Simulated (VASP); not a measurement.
Input of a VASP 6.6.1 run:

The input INCAR:

```
SYSTEM = TeW
ALGO = Normal
EDIFF = 1E-6
ENCUT = 520
GGA = PS
ISIF = 2
ISMEAR = 0
ISPIN = 2
LASPH = .TRUE.
LCHARG = .TRUE.
LELF = .TRUE.
LMAXMIX = 4
LORBIT = 11
LREAL = .FALSE.
LVHAR = .TRUE.
LWAVE = .FALSE.
MAGMOM = 1.02 0.01
NBANDS = 21
NELM = 150
NUPDOWN = 1.25
PREC = Accurate
SIGMA = 0.1
```

The input KPOINTS:

```
k-points
0
G
  14 14 14
  0 0 0
```

POSCAR

```
TeW
1.0
    0.0000000000      2.7828287135      2.7828287135
    2.7828287135      0.0000000000      2.7828287135
    2.7828287135      2.7828287135      0.0000000000
W Te
1 1
Direct
    0.0000000000      0.0000000000      0.0000000000
    0.5000000000      0.5000000000      0.5000000000
```

Potentials or basis: VASP PAW PBE potentials, release 64 (W_sv, Te).

Launch:

```bash
$ cat potpaw_PBE.64/W_sv/POTCAR potpaw_PBE.64/Te/POTCAR > POTCAR
$ mpirun -np 1 vasp_std > vasp.out
```

**Question.** Predict the pressure.

**Answer.** -1.7 GPa.

Caveat: the PAW data sets were made with another functional, which shifts forces and pressure a little; the total moment is fixed, so each spin has its own Fermi level.
